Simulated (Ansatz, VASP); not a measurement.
**One calculation of ZrO2, two programs**

Contents of INCAR:

```
PREC = Accurate
ENCUT = 600
EDIFF = 1E-6
ISMEAR = 0
SIGMA = 0.05
LREAL = False
LASPH = True
NELM = 120
ALGO = Normal
ISIF = 2
LWAVE = False
LCHARG = False
GGA = PS
NBANDS = 19
GGA_COMPAT = False
```

Contents of KPOINTS:

```
regular mesh
0
Gamma
  8 8 8
```

The input POSCAR:

```
ZrO2
1.0
    0.0000000000      2.4264054983      2.4264054983
    2.4264054983      0.0000000000      2.4264054983
    2.4264054983      2.4264054983      0.0000000000
Zr O
1 2
Direct
    0.0000000000      0.0000000000      0.0000000000
    0.2500000000      0.2500000000      0.2500000000
    0.7500000000      0.7500000000      0.7500000000
```

Input for Ansatz:

```yaml
crystal:
  lattice:
    - [0.0, 2.4264054983, 2.4264054983]
    - [2.4264054983, 0.0, 2.4264054983]
    - [2.4264054983, 2.4264054983, 0.0]
  atoms:
    - { symbol: Zr, position: [0.0, 0.0, 0.0] }
    - { symbol: O, position: [0.25, 0.25, 0.25] }
    - { symbol: O, position: [0.75, 0.75, 0.75] }
basis:
  ecutwfc: 420
  ecutrho_ratio: 4
kpoints:
  mp_grid: { grid: [8, 8, 8] }
hamiltonian:
  xc: pbesol
scf:
  occupations: { method: gaussian, width: 0.05 }
output:
  forces: true
  stress: true
  eigenvalues: true
```

Alike in both runs: task single point; functional PBEsol; k mesh 8 × 8 × 8; occupations gaussian, width 0.05 eV; no spin polarisation.

```csv
,VASP,Ansatz
version,VASP 6.6.1,Ansatz 0.2.0
potentials or method,"VASP PAW PBE potentials, release 64 (Zr_sv, O), cutoff 600 eV","scalar-relativistic, plane waves, PAW"
valence electrons in the cell,24,24
```

```tsv
	VASP	Ansatz	Ansatz less VASP
gap on the k mesh at the Fermi level (eV)	3.64	3.64	+0.008
least direct gap on the mesh (eV)	4.22	4.22	+0.005
```

VASP's potentials were made for PBE, not for PBEsol. The functional is the same, so the differences come from potentials, cutoffs and numerics.
